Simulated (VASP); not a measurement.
Crystal: Ge.

```
Ge
1.0
    -1.59762    1.59762    1.86061
     1.59762   -1.59762    1.86061
     1.59762    1.59762   -1.86061
Ge
1
Cartesian
  0.0000 0.0000 1.8606
```

Base run:

| Property | Result |
| --- | --- |
| Program | VASP 6.6.1 |
| Functional | PBE |
| Potentials or basis | VASP PAW PBE potentials, release 64 (Ge_d) |
| Cutoff | 520 eV |
| k mesh | 12 × 12 × 12 |
| Occupations | fermi-dirac, width 0.05 eV |
| Spin | no spin polarisation |

Its results: band gap on the k mesh zero (band 7 reaches 15.52 eV, above the bottom of band 8 at 3.94 eV); pressure 2.0 GPa.

The run is repeated on the same cell with these changes: functional from PBE to r2SCAN0; k mesh from 12 × 12 × 12 to 6 × 6 × 6. What comes out?

Band gap on the k mesh zero (band 7 reaches 17.15 eV, above the bottom of band 8 at 2.91 eV); pressure -1.5 GPa.

Several settings changed at once, so the effect can't be laid on one alone.

Caveats: some runs use coarse meshes; the PAW data sets were made with another functional, which shifts forces and pressure a little (some runs).
